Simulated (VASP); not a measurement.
## K: single point with PBE

Crystal: K.

```
K
1.0
    -2.64171    2.64171    2.64171
     2.64171   -2.64171    2.64171
     2.64171    2.64171   -2.64171
K
1
Direct
  0.00000 0.00000 0.00000
```

* Program: VASP 6.6.1
* Task: single point
* Functional: PBE
* Potentials or basis: VASP PAW PBE potentials, release 64 (K_sv)
* Cutoff: 520 eV
* k mesh: 12 × 12 × 12
* Occupations: fermi-dirac, width 0.1 eV
* Spin: no spin polarisation
* Dipole correction: no
* Further INCAR settings: ALGO = Normal; EDIFF = 1e-06; NBANDS = 10

| Property | Result |
| --- | --- |
| Pressure | 0.0 GPa |
| Band gap on the k mesh | zero (an odd number of electrons rules out a gap without spin polarisation) |

Levels at points of the mesh, in eV from the Fermi level:
```csv
k point,band 1,band 2,band 3,band 4,band 5,band 6,band 7,band 8
"(0.00, 0.00, 0.00)",-32.13,-15.58,-15.58,-15.58,-2.15,4.29,4.29,4.29
"(0.50, 0.00, 0.00)",-32.13,-15.65,-15.60,-15.58,0.45,0.69,3.17,4.86
"(0.50, 0.50, 0.50)",-32.12,-15.63,-15.63,-15.63,1.68,1.68,3.47,3.47
```

Wall time 58 s on 1 thread of AMD EPYC 7R13, with other jobs on the host, peak memory 0.19 GiB.
